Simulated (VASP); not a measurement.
Write the native input for VASP 6.6.1 that does the following.

| Quantity | Value |
| --- | --- |
| Task | electric field gradients |
| Functional | PBEsol |
| Potentials or basis | VASP PAW PBE potentials, release 64 (Ti_sv, Si) |
| Cutoff | 520 eV |
| k mesh | 13 × 13 × 13 |
| Occupations | fermi-dirac, width 0.05 eV |
| Spin | no spin polarisation |
| Dipole correction | no |
| Further INCAR settings | ALGO = Normal; EDIFF = 1e-08; NBANDS = 29 |

The structure of TiSi2 lies in POSCAR:

```
TiSi2
1.0
    0.0000000000      4.1180000000      4.2615000000
    2.3865000000      0.0000000000      4.2615000000
    2.3865000000      4.1180000000      0.0000000000
Ti Si
2 4
Direct
    0.7500000000      0.7500000000      0.7500000000
    0.5000000000      0.5000000000      0.5000000000
    0.0868558212      0.4131441788      0.0868558212
    0.4131441788      0.0868558212      0.4131441788
    0.1631441788      0.8368558212      0.1631441788
    0.8368558212      0.1631441788      0.8368558212
```

The input as run:

INCAR

```
ALGO = Normal
EDIFF = 1E-8
ENCUT = 520
GGA = PS
ISIF = 2
ISMEAR = -1
LASPH = T
LCHARG = F
LEFG = T
LREAL = F
LWAVE = F
NBANDS = 29
NELM = 80
PREC = Accurate
SIGMA = 0.05
```

KPOINTS

```
k-points
0
Gamma
  13 13 13
```

Potentials or basis: VASP PAW PBE potentials, release 64 (Ti_sv, Si).

Launch:

```console
$ cat potpaw_PBE.64/Ti_sv/POTCAR potpaw_PBE.64/Si/POTCAR > POTCAR
$ mpirun -np 1 vasp_std > vasp.out
```

Results of the run:

```
Pressure                                : -1.6 GPa
Largest force                           : 0.029 eV/Å
Band gap on the k mesh                  : zero (bands 20 and 21 overlap by 1.88 eV)
Largest electric field gradient by atom : Ti +12.5; Si -33.5 V/Å²
```

Caveat: without QUAD_EFG the Cq values of the log hold for a quadrupole moment of 1 mb, not for the nuclei; the PAW data sets were made with another functional, which shifts forces and pressure a little.

It took 38 min on 1 thread of Oxide Virtual Turin-like Processor (shared host), peak memory 0.7 GiB.
